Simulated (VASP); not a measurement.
# ZnO (wurtzite type) (P6_3mc) in VASP: further runs, part 2 of 2

VASP 6.6.1.

**3. Single point, PBE**

File INCAR:

```
PREC = Accurate
ENCUT = 520
EDIFF = 1E-6
ISMEAR = -1
SIGMA = 0.1
LREAL = False
LASPH = True
NELM = 80
ALGO = Normal
ISIF = 2
LWAVE = False
LCHARG = False
GGA = PE
NBANDS = 26
```

File KPOINTS:

```
regular mesh
0
Gamma
  13 13 7
```

File POSCAR:

```
ZnO
1.0
    2.5588000372      0.0000000000      0.0000000000
   -1.2794000186      2.2159858355      0.0000000000
    0.0000000000      0.0000000000      5.4649541978
Zn O
2 2
Direct
    0.3333333333      0.6666666667      0.0327533892
    0.6666666667      0.3333333333      0.5327533892
    0.3333333333      0.6666666667      0.3432466108
    0.6666666667      0.3333333333      0.8432466108
```

Potentials or basis: VASP PAW PBE potentials, release 64 (Zn, O).

Run with:

```console
cat potpaw_PBE.64/Zn/POTCAR potpaw_PBE.64/O/POTCAR > POTCAR
mpirun -np 1 vasp_std > vasp.out
```

OUTCAR:

```text
PREC = Accurate
   ENCUT = 520
   EDIFF = 1E-6
   ISMEAR = -1
   LREAL = False
   LASPH = True
   NELM = 80
   ISIF = 2
   GGA = PE

 ion  position               nearest neighbor table
   1  0.333  0.667  0.033-   3 1.70   4 1.80   4 1.80   4 1.80
   2  0.667  0.333  0.533-   4 1.70   3 1.80   3 1.80   3 1.80
   3  0.333  0.667  0.343-   1 1.70   2 1.80   2 1.80   2 1.80
   4  0.667  0.333  0.843-   2 1.70   1 1.80   1 1.80   1 1.80

  LATTYP: Found a hexagonal cell.
 ALAT       =     2.5588000372
 C/A-ratio  =     2.1357488347

  Lattice vectors:

 A1 = (   2.5588000372,   0.0000000000,   0.0000000000)
 A2 = (  -1.2794000186,   2.2159858355,   0.0000000000)
 A3 = (   0.0000000000,   0.0000000000,   5.4649541978)

Analysis of symmetry for initial positions (statically):
=====================================================================
 Subroutine PRICEL returns:
 Original cell was already a primitive cell.

 Routine SETGRP: Setting up the symmetry group for a
 hexagonal supercell.

[... 168 lines left out ...]
  free energy    TOTEN  =       -12.12213754 eV

  energy without entropy =      -12.12211055  energy(sigma->0) =      -12.12212405

 E-fermi :   6.7145     XC(G=0): -13.5661

 val. band max:        5.9034945434   @ k =   0.0000   0.0000   0.0000
 cond. band min:       7.1992386683   @ k =   0.0000   0.0000   0.0000
 fundamental gap:      1.2957441249
 Fermi energy:         6.7144560419

 k-point     1 :       0.0000    0.0000    0.0000
  band No.  band energies     occupation
      1     -16.0615      2.00000
      2     -14.9139      2.00000
      3      -4.8984      2.00000
      4      -3.6792      2.00000
      5      -1.7929      2.00000
      6      -1.7929      2.00000
[... 685 lines left out ...]
     25      24.8265      0.00000
     26      25.2150      0.00000

 [... further k-points ...]

------------------------ aborting loop because EDIFF is reached ----------------------------------------

  FORCE on cell =-STRESS in cart. coord.  units (eV):
  Direction    XX          YY          ZZ          XY          YZ          ZX
  --------------------------------------------------------------------------------------
  -------------------------------------------------------------------------------------
  Total       25.8862107     25.8862107     26.2662441      0.0000000      0.0000000      0.0000000
  in kB     1338.4101107   1338.4101108   1358.0592041      0.0000000      0.0000000      0.0000000
  external PRESSURE =    1344.9598086 kB  Pullay stress =       0.0000000 kB

 VOLUME and BASIS-vectors are now :
 -----------------------------------------------------------------------------
  energy-cutoff  :      520.00
  volume of cell :       30.99
      direct lattice vectors                 reciprocal lattice vectors
     2.558800037  0.000000000  0.000000000     0.390808186  0.225633211  0.000000000
    -1.279400019  2.215985836  0.000000000     0.000000000  0.451266422  0.000000000
     0.000000000  0.000000000  5.464954198     0.000000000  0.000000000  0.182984150

 POSITION                                       TOTAL-FORCE (eV/Angst)
 -----------------------------------------------------------------------------------
     -0.00000      1.47732      0.17900        -0.000000      0.000000      0.091885
      1.27940      0.73866      2.91147         0.000000     -0.000000      0.091885
     -0.00000      1.47732      1.87583         0.000000     -0.000000     -0.091885
      1.27940      0.73866      4.60830        -0.000000      0.000000     -0.091885
 -----------------------------------------------------------------------------------
    total drift:                               -0.000000      0.000000     -0.000571

  FREE ENERGIE OF THE ION-ELECTRON SYSTEM (eV)
  ---------------------------------------------------
  free  energy   TOTEN  =       -12.1221375391 eV

  energy  without entropy=      -12.1221105536  energy(sigma->0) =      -12.12212405
```

stdout:

```text
POSCAR found type information on POSCAR ZnO
 POSCAR found :  2 types and       4 ions
 scaLAPACK will be used
 LDA part: xc-table for (Slater+PW92), standard interpolation
 POSCAR, INCAR and KPOINTS ok, starting setup
 FFT: planning ... GRIDC
 FFT: planning ... GRID_SOFT
 FFT: planning ... GRID
 WAVECAR not read
 entering main loop
```

Wall time 2.1 min (1 thread of Intel Xeon 8259CL, shared host); peak memory 0.18 GiB.

Results:

```yaml
Free_energy: -12.1221 eV
Pressure: 134.5 GPa
Largest_force: 0.092 eV/Å
Band_gap_on_the_k_mesh: 1.30 eV
```

Forces on the atoms (eV/Å):
```
Zn   0.000  0.000  0.092
Zn   0.000  0.000  0.092
O    0.000  0.000 -0.092
O    0.000  0.000 -0.092
```

Stress tensor (GPa, compression positive):
```
133.84   0.00   0.00
  0.00 133.84   0.00
  0.00   0.00 135.81
```

Caveat: the cell stands under pressure; an odd mesh through Γ misses points on the zone boundary, where band edges can lie.

**4. Relaxation of cell and atoms, PBE, target pressure 130 GPa, at which the enthalpy is minimised**

This run uses another cell than the first one, of 7.71 Å³/atom.

File INCAR:

```
SYSTEM = ZnO
PREC = Accurate ; ENCUT = 600
EDIFF = 1E-6 ; ISMEAR = -1
SIGMA = 0.1 ; LREAL = .False.
LASPH = .True. ; NELM = 80
ALGO = Normal ; ISIF = 3
LWAVE = .False. ; LCHARG = .False.
GGA = PE ; IBRION = 2
NSW = 60 ; EDIFFG = -0.005
PSTRESS = 1300.0
```

File KPOINTS:

```
Automatic mesh
0
Gamma
  13 13 7
  0 0 0
```

File POSCAR:

```
ZnO
1.0
    2.7950203290      0.0000000000      0.0000000000
   -1.3975101645      2.4205586090      0.0000000000
    0.0000000000      0.0000000000      4.5558831363
Zn O
2 2
Direct
    0.3333333333      0.6666666667      0.0000000000
    0.6666666667      0.3333333333      0.5000000000
    0.3333333333      0.6666666667      0.3760000000
    0.6666666667      0.3333333333      0.8760000000
```

Run with:

```console
cat potpaw_PBE.64/Zn/POTCAR potpaw_PBE.64/O/POTCAR > POTCAR
mpirun -np 1 vasp_std > vasp.out
```

Wall time 30 min (1 thread of Intel Xeon 8259CL, shared host); peak memory 0.21 GiB.

Results (log left out):

| Quantity | Value |
| --- | --- |
| Free energy | -12.2761 eV |
| Relaxed volume | 7.79 Å³/atom |
| Relaxed cell | a = 2.562 Å, b = 2.562 Å, c = 5.481 Å, α = 90.00°, β = 90.00°, γ = 120.00° |
| Space group after relaxing (to 0.1 Å) | P6_3mc (No. 186) |
| Energy change on relaxing (the run minimises the enthalpy) | -293.0 meV/atom |
| Ionic steps | 42 |
| Pressure after relaxing | 130.0 GPa |
| Largest force after relaxing | 0.004 eV/Å |
| Band gap on the k mesh | 1.26 eV |

Forces on the atoms (eV/Å):
```
Zn   0.000  0.000  0.004
Zn   0.000  0.000  0.004
O    0.000  0.000 -0.004
O    0.000  0.000 -0.004
```

Stress tensor (GPa, compression positive):
```
130.02   0.00   0.00
  0.00 130.02   0.00
  0.00   0.00 129.92
```

The path:
| step | energy change (eV) | largest force (eV/Å) | pressure (GPa) | volume (Å³) |
| --- | --- | --- | --- | --- |
| 1 | 0.0000 | 0.1781 | 176.17 | 30.82 |
| 3 | -2.2647 | 0.0080 | 125.44 | 33.25 |
| 5 | -2.0390 | 0.0208 | 130.46 | 32.97 |
| 7 | -2.0452 | 0.2383 | 130.32 | 32.97 |
| 9 | -2.0691 | 0.2832 | 129.68 | 33.00 |
| 11 | -2.1792 | 0.4532 | 126.99 | 33.11 |
| 13 | -2.6224 | 0.3998 | 113.38 | 33.42 |
| 15 | -2.7582 | 0.3700 | 106.57 | 33.50 |
| 17 | -2.7959 | 0.6811 | 103.18 | 33.52 |
| 19 | -2.7989 | 0.6959 | 102.98 | 33.53 |
| 21 | -2.8112 | 0.7666 | 102.00 | 33.54 |
| 23 | -2.8191 | 0.8245 | 101.24 | 33.55 |
| 25 | -2.8048 | 0.8148 | 101.36 | 33.52 |
| 27 | -2.7395 | 0.7758 | 102.45 | 33.41 |
| 29 | -2.4666 | 0.6270 | 106.88 | 32.97 |
| 31 | -1.1607 | 0.1915 | 127.08 | 31.16 |
| 33 | -1.2636 | 0.1700 | 126.48 | 31.28 |
| 35 | -1.2114 | 0.0094 | 129.52 | 31.22 |
| 37 | -1.2016 | 0.0081 | 129.41 | 31.20 |
| 39 | -1.1686 | 0.0055 | 130.02 | 31.16 |
| 41 | -1.1731 | 0.0035 | 129.89 | 31.17 |
| 42 | -1.1718 | 0.0037 | 129.98 | 31.17 |

Final structure:
```cif
data_structure
_symmetry_space_group_name_H-M 'P 1'
_symmetry_Int_Tables_number 1
_cell_length_a 2.5624
_cell_length_b 2.5624
_cell_length_c 5.4809
_cell_angle_alpha 90.000
_cell_angle_beta 90.000
_cell_angle_gamma 120.000
_cell_volume 31.17
loop_
_atom_site_label
_atom_site_type_symbol
_atom_site_fract_x
_atom_site_fract_y
_atom_site_fract_z
_atom_site_occupancy
Zn1 Zn 0.33333 0.66667 0.03298 1
Zn2 Zn 0.66667 0.33333 0.53298 1
O1 O 0.33333 0.66667 0.34302 1
O2 O 0.66667 0.33333 0.84302 1
```

Levels at points of the mesh, in eV from the valence-band top:
| k point | band 16 | band 17 | band 18 | band 19 | band 20 | band 21 |
| --- | --- | --- | --- | --- | --- | --- |
| (0.00, 0.00, 0.00) | -1.20 | 0.00 | 0.00 | 1.26 | 7.00 | 9.66 |

Caveat: the cell is relaxed towards a set pressure, so the run minimises the enthalpy, not the energy; a cell axis changed by over 15 % at a fixed basis, so the end point is rough; an odd mesh through Γ misses points on the zone boundary, where band edges can lie.
